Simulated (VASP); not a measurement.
Write the native input for VASP 6.6.1 that does the following.

| Quantity | Value |
| --- | --- |
| Task | single point |
| Functional | HSE06 |
| Potentials or basis | VASP PAW PBE potentials, release 64 (Tl_d, Cl) |
| Cutoff | 400 eV |
| k mesh | 4 × 4 × 4 |
| Occupations | gaussian, width 0.01 eV |
| Spin | no spin polarisation |
| Dipole correction | no |
| Grid for exact exchange (PRECFOCK) | Normal |
| Further INCAR settings | ALGO = Normal; EDIFF = 1e-06; NBANDS = 17 |
| Share of exact exchange | 0.25 |
| Screening parameter | 0.2079 1/Å |

TlCl:

```xyz
2
Lattice="3.7936 0.0000 0.0000 0.0000 3.7936 0.0000 0.0000 0.0000 3.7936" Properties=species:S:1:pos:R:3 pbc="T T T"
Tl    0.0000    0.0000    0.0000
Cl    1.8968    1.8968    1.8968
```

One way to write it, as run:

POSCAR

```
TlCl
1.0
    3.7936346873      0.0000000000      0.0000000000
    0.0000000000      3.7936346873      0.0000000000
    0.0000000000      0.0000000000      3.7936346873
Tl Cl
1 1
Direct
    0.0000000000      0.0000000000      0.0000000000
    0.5000000000      0.5000000000      0.5000000000
```

INCAR.step1

```
PREC = Accurate ; ENCUT = 400
EDIFF = 1E-5 ; ISMEAR = 0
SIGMA = 0.01 ; LREAL = False
LASPH = True ; NELM = 120
ALGO = Normal ; ISIF = 2
LWAVE = True ; LCHARG = False
NBANDS = 17 ; GGA = PE
GGA_COMPAT = False
```

INCAR.step2

```
PREC = Accurate ; ENCUT = 400
EDIFF = 1E-6 ; ISMEAR = 0
SIGMA = 0.01 ; LREAL = False
LASPH = True ; NELM = 120
ALGO = Normal ; ISIF = 2
LWAVE = False ; LCHARG = False
GGA = PE ; LHFCALC = True
HFSCREEN = 0.2079 ; PRECFOCK = Normal
NBANDS = 17 ; ISTART = 1
GGA_COMPAT = False
```

KPOINTS

```
regular mesh
0
Gamma
  4 4 4
```

Potentials or basis: VASP PAW PBE potentials, release 64 (Tl_d, Cl).

Launch:

```bash
$ cat potpaw_PBE.64/Tl_d/POTCAR potpaw_PBE.64/Cl/POTCAR > POTCAR
$ cp INCAR.step1 INCAR
$ mpirun -np 1 vasp_std > vasp.out
$ cp INCAR.step2 INCAR
$ mpirun -np 1 vasp_std > vasp.out
```

It gave:

The pressure is 1.9 GPa and the band gap on the k mesh is 2.74 eV.

Caveat: the PAW data sets were made with another functional, which shifts forces and pressure a little; spin-orbit coupling is left out, which moves the levels of the heavy elements.

Run time: 5.3 min on 1 thread of Intel(R) Xeon(R) Platinum 8488C (Sapphire Rapids) (shared host), peak memory 0.26 GiB.
